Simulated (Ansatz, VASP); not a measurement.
## W: VASP beside Ansatz

```
W
1.0
    -1.67717    1.67717    1.59730
     1.67717   -1.67717    1.59730
     1.67717    1.67717   -1.59730
W
1
Direct
  0.00000 0.00000 0.00000
```

Change from the starting cell: strain +0.050 along x and y, +0.000 along z, atoms carried along.

Alike in both runs: task single point; functional PBE; k mesh 20 × 20 × 20; occupations gaussian, width 0.15 eV; no spin polarisation.

```csv
,VASP,Ansatz
version,VASP 6.6.1,Ansatz 0.2.0
potentials or method,"VASP PAW PBE potentials, release 64 (W_sv), cutoff 500 eV","scalar-relativistic, plane waves, PAW"
valence electrons in the cell,14,14
```

Ansatz gave:

| Property | Result |
| --- | --- |
| gap on the k mesh at the Fermi level (eV) | none |
| pressure (GPa) | -25.7 |
| traceless stress, the component that is largest in VASP (GPa) | 8.23 |

Q: Which values does VASP return?

A: gap on the k mesh at the Fermi level (eV): none; pressure (GPa): -25.5; traceless stress, the component that is largest in VASP (GPa): 8.22.

A gap of «none» marks a metal or a gap that the smearing closes.

Neither program's run includes spin-orbit coupling.
